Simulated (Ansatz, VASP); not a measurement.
# One calculation of Be3Se2S, two programs

```
CELL_PARAMETERS angstrom
-1.79535 5.38534 2.53683
1.79535 -5.38534 2.53683
1.79535 5.38534 -2.53683
ATOMIC_POSITIONS crystal
Be 0.40107 0.24117 0.15990
Be 0.08127 0.24117 0.84010
Be 0.76729 0.26729 0.50000
Se 0.33479 0.00024 0.33455
Se 0.66569 0.00024 0.66545
S 0.99988 0.99988 0.00000
```

Alike in both runs: functional PBE; k mesh 8 × 8 × 8; occupations gaussian, width 0.02 eV; no spin polarisation.

Ansatz relaxed the structure, and its values are those at the end. VASP's run is a single point on that final structure, the one shown.

```csv
,VASP,Ansatz
version,VASP 6.6.1,Ansatz 0.2.0
potentials or method,"VASP PAW PBE potentials, release 64 (Be, Se, S), cutoff 520 eV","scalar-relativistic, plane waves, PAW"
valence electrons in the cell,24,44
```

Ansatz gave:

| Property | Result |
| --- | --- |
| gap on the k mesh at the Fermi level (eV) | 2.68 |
| least direct gap on the mesh (eV) | 2.86 |
| pressure (GPa) | 0.0 |
| rms of the force components (eV/Å) | 0.001 |

Question: What did VASP give for the same quantities?

Answer: gap on the k mesh at the Fermi level (eV): 2.67; least direct gap on the mesh (eV): 2.85; pressure (GPa): 0.1; rms of the force components (eV/Å): 0.004.

VASP's potentials hold 24 valence electrons a cell and Ansatz's 44, so a difference there can come from the potentials and not from the codes.
